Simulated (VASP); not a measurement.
CuI, 4 atoms in the cell. Symmetry: Cmcm, No. 63, orthorhombic system. The conventional cell has a = 7.466 Å, b = 7.422 Å, c = 4.307 Å, α = 90.00°, β = 90.00°, γ = 90.00°. Cu (site symmetry m2m) has 2 Cu at 2.46 Å and 3 I at 2.58 to 2.59 Å within 3.2 Å. I (site symmetry m2m) has 3 Cu at 2.58 to 2.59 Å within 3.4 Å. 

| Quantity | Value |
| --- | --- |
| Program | VASP 6.6.1 |
| Task | single point |
| Functional | BLYP |
| Potentials or basis | VASP PAW PBE potentials, release 64 (Cu, I) |
| Cutoff | 600 eV |
| k mesh | 4 × 4 × 6 |
| Occupations | gaussian, width 0.01 eV |
| Spin | no spin polarisation |
| Dipole correction | no |
| Further INCAR settings | ALGO = Normal; EDIFF = 1e-06; NBANDS = 26 |

Potentials or basis: VASP PAW PBE potentials, release 64 (Cu, I).

Launch:

```bash
$ cat potpaw_PBE.64/Cu/POTCAR potpaw_PBE.64/I/POTCAR > POTCAR
$ mpirun -np 1 vasp_std > vasp.out
```

Hardware: 1 thread of Intel(R) Xeon(R) Platinum 8375C CPU @ 2.90GHz (Ice Lake), on a shared host.

Estimate the wall time of this run.

Run time: 97 s on 1 thread of Intel(R) Xeon(R) Platinum 8375C CPU @ 2.90GHz (Ice Lake) (shared host), peak memory 0.3 GiB. Counts: scf iterations 13, k points 28.
